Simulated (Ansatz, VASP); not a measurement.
## Two plane-wave programs on CuSi16

```
CELL_PARAMETERS angstrom
0.00000 5.43000 5.43000
5.43000 0.00000 5.43000
5.43000 5.43000 0.00000
ATOMIC_POSITIONS crystal
Si 0.99918 0.99999 0.00020
Si 0.12624 0.12387 0.12360
Si 0.00137 0.99595 0.50134
Si 0.12637 0.12451 0.62586
Si 0.00171 0.50160 0.99503
Si 0.12644 0.62565 0.12444
Si 0.00251 0.50254 0.50260
Si 0.12383 0.62680 0.62595
Si 0.50057 0.99996 0.00017
Si 0.62551 0.12421 0.12464
Si 0.50071 0.00022 0.49832
Si 0.62334 0.12442 0.62583
Si 0.50079 0.49790 0.00050
Si 0.62355 0.62562 0.12436
Si 0.49276 0.50241 0.50248
Si 0.62407 0.62588 0.62615
Cu 0.87311 0.37791 0.37646
```

Alike in both runs: functional PBE; k mesh 2 × 2 × 2; occupations fermi-dirac, width 0.05 eV; collinear spin.

Ansatz relaxed the structure, and its values are those at the end. VASP's run is a single point on that final structure, the one shown.

|  | VASP | Ansatz |
| --- | --- | --- |
| version | VASP 6.6.1 | Ansatz 0.2.0 |
| potentials or method | VASP PAW PBE potentials, release 64 (Si, Cu), cutoff 520 eV | scalar-relativistic, plane waves, PAW |
| valence electrons in the cell | 75 | 83 |

|  | VASP | Ansatz | Ansatz less VASP |
| --- | --- | --- | --- |
| rms of the force components (eV/Å) | 0.005 | 0.001 | -0.0031 |
| net moment per atom (μB) | 0.00 | 0.00 | 0.000 |

VASP's potentials hold 75 valence electrons a cell and Ansatz's 83, so a difference there can come from the potentials and not from the codes. Ansatz's warnings: seeded moment not kept.

The k mesh is coarse, so the values compare programs but aren't converged.
